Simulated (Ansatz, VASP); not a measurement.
## C: VASP beside Ansatz

```
C
1.0
     0.00000    3.55380   -3.55380
    -3.55380    0.00000   -3.55380
    -3.55380    3.55380    0.00000
C
15
Direct
  0.25000 0.75000 0.25000
  0.75000 0.25000 0.25000
  0.25000 0.25000 0.25000
  0.75000 0.75000 0.75000
  0.25000 0.75000 0.75000
  0.75000 0.25000 0.75000
  0.25000 0.25000 0.75000
  0.87500 0.37500 0.37500
  0.37500 0.37500 0.37500
  0.95541 0.95541 0.21417
  0.37500 0.87500 0.37500
  0.87500 0.37500 0.87500
  0.37500 0.37500 0.87500
  0.87500 0.87500 0.87500
  0.37500 0.87500 0.87500
```

Change from the starting cell: C vacancy; atom 10 moved 0.000 of the way to it and -0.700 Å across, host rigid.

Alike in both runs: task single point; functional PBEsol; k mesh 6 × 6 × 6; occupations gaussian, width 0.05 eV; no spin polarisation.

```csv
,VASP,Ansatz
version,VASP 6.6.1,Ansatz 0.2.0
potentials or method,"VASP PAW PBE potentials, release 64 (C), cutoff 520 eV","scalar-relativistic, plane waves, PAW"
valence electrons in the cell,60,60
```

```tsv
	VASP	Ansatz	Ansatz less VASP
gap on the k mesh at the Fermi level (eV)	none	none	-
pressure (GPa)	6.3	5.2	-1.11
traceless stress, the component that is largest in VASP (GPa)	10.63	10.73	+0.094
rms of the force components (eV/Å)	2.093	2.091	-0.0016
```

VASP's potentials were made for PBE, not for PBEsol, and Ansatz warns of the same on its side. Atom by atom the forces differ by 0.018 eV/Å (rms over components). A gap of «none» marks a metal or a gap that the smearing closes.
